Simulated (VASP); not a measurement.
## Pb: single point with r2SCAN+D3(BJ)

Crystal: Pb.

```
Pb
1.0
     0.00000    2.42450    2.42450
     2.42450    0.00000    2.42450
     2.42450    2.42450    0.00000
Pb
1
Direct
  0.00000 0.00000 0.00000
```

* Program: VASP 6.6.1
* Task: single point
* Functional: r2SCAN
* Dispersion: D3(BJ)
* Potentials or basis: VASP PAW PBE potentials, release 64 (Pb_d)
* Cutoff: 520 eV
* k mesh: 9 × 9 × 9
* Occupations: fermi-dirac, width 0.05 eV
* Spin: no spin polarisation
* Dipole correction: no
* Further INCAR settings: ALGO = Normal; EDIFF = 1e-07; NBANDS = 13

```
Pressure                   : 3.6 GPa
Band gap on the k mesh     : zero (band 7 reaches 16.20 eV, above the bottom of band 8 at 6.16 eV)
Dispersion energy per atom : -0.208 eV
```

Levels at points of the mesh, in eV from the Fermi level:
```csv
k point,band 3,band 4,band 5,band 6,band 7,band 8,band 9,band 10,band 11,band 12
"(0.00, 0.00, 0.00)",-17.59,-17.41,-17.41,-12.56,8.46,8.46,8.46,10.65,13.34,13.78
```

Wall time 66 s on 1 thread of Intel(R) Xeon(R) Platinum 8488C (Sapphire Rapids) (shared host), peak memory 0.17 GiB.

Caveat: the PAW data sets were made with another functional, which shifts forces and pressure a little; spin-orbit coupling is left out, which moves the levels of the heavy elements; pairwise dispersion overbinds metals, which lowers pressure and volume.
